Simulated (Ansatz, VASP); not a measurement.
Two plane-wave programs on WSe

INCAR

```
ALGO = Normal
EDIFF = 1E-6
EDIFFG = -0.05
ENCUT = 600
GGA = PS
IBRION = 2
ISIF = 3
ISMEAR = 0
ISPIN = 2
LASPH = True
LCHARG = False
LMAXMIX = 4
LORBIT = 11
LREAL = False
LWAVE = False
MAGMOM = 0.12 0
NELM = 150
NSW = 100
PREC = Accurate
SIGMA = 0.1
```

The input KPOINTS:

```
k-points
0
Gamma
  6 6 6
```

POSCAR

```
WSe
1.0
    0.0000000000      2.6782044124      2.6782044124
    2.6782044124      0.0000000000      2.6782044124
    2.6782044124      2.6782044124      0.0000000000
W Se
1 1
Direct
    0.0000000000      0.0000000000      0.0000000000
    0.2500000000      0.2500000000      0.2500000000
```

Input for Ansatz:

```yaml
crystal:
  lattice:
    - [0.0, 2.6782044124, 2.6782044124]
    - [2.6782044124, 0.0, 2.6782044124]
    - [2.6782044124, 2.6782044124, 0.0]
  atoms:
    - { symbol: W, position: [0.0, 0.0, 0.0], spin: 0.12 }
    - { symbol: Se, position: [0.25, 0.25, 0.25] }
basis:
  ecutwfc: 420
kpoints:
  mp_grid: { grid: [6, 6, 6] }
hamiltonian:
  xc: pbesol
scf:
  occupations: { method: gaussian, width: 0.1 }
output:
  forces: true
  stress: true
  eigenvalues: true
  populations: true
magnetization:
  spin_polarized: true
relax:
  adjacent_minimum: "off"
  f_tol: 0.05
  max_steps: 80
  cell: { stress_tol: 0.5 }
```

Alike in both runs: task relaxation of cell and atoms; functional PBEsol; k mesh 6 × 6 × 6; occupations gaussian, width 0.1 eV; collinear spin.

```csv
,VASP,Ansatz
version,VASP 6.6.1,Ansatz 0.2.0
potentials or method,"VASP PAW PBE potentials, release 64 (W_sv, Se), cutoff 600 eV","scalar-relativistic, plane waves, PAW"
valence electrons in the cell,20,30
```

|  | VASP | Ansatz | Ansatz less VASP |
| --- | --- | --- | --- |
| gap on the k mesh at the Fermi level, each at its own relaxed structure (eV) | none | none | - |
| net moment per atom (μB) | 0.00 | 0.10 | +0.098 |
| size of the moment on the site where the two differ most (μB) | 0.00 | 0.13 | +0.126 |
| relaxed volume (Å³/atom) | 21.90 | 21.87 | -0.024 |
| relaxed cell length with the largest relative difference (Å) | 3.956 | 3.955 | -0.0014 |

VASP's potentials were made for PBE, not for PBEsol. Site moments also hang on the region over which each program counts them. A gap of «none» marks a metal or a gap that the smearing closes. VASP's potentials hold 20 valence electrons a cell and Ansatz's 30, so a difference there can come from the potentials and not from the codes.

Spin-orbit coupling is off throughout.
